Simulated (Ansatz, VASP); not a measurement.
## Zr in VASP and in Ansatz

```
Zr
1.0
    -1.79479    1.79479    1.79479
     1.79479   -1.79479    1.79479
     1.79479    1.79479   -1.79479
Zr
1
Cartesian
  0.0000 0.0000 0.0000
```

Change from the starting cell: volume scaled by 0.975, PAW files.

Alike in both runs: task electric field gradients; functional PBE; k mesh 14 × 14 × 14; occupations fermi-dirac, width 0.08 eV; no spin polarisation.

|  | VASP | Ansatz |
| --- | --- | --- |
| version | VASP 6.6.1 | Ansatz 0.2.0 |
| potentials or method | VASP PAW PBE potentials, release 64 (Zr_sv) | PAW with Ansatz's default frozen-core files, scalar-relativistic |
| plane-wave cutoff (eV) | 400 | 420 |
| valence electrons in the cell | 12 | 12 |

Ansatz gave:

* pressure (GPa): -1.0

Problem. What did VASP give for the same quantities?

Solution. Pressure (GPa): -1.2.

The functional is the same, so the differences come from potentials, cutoffs and numerics.
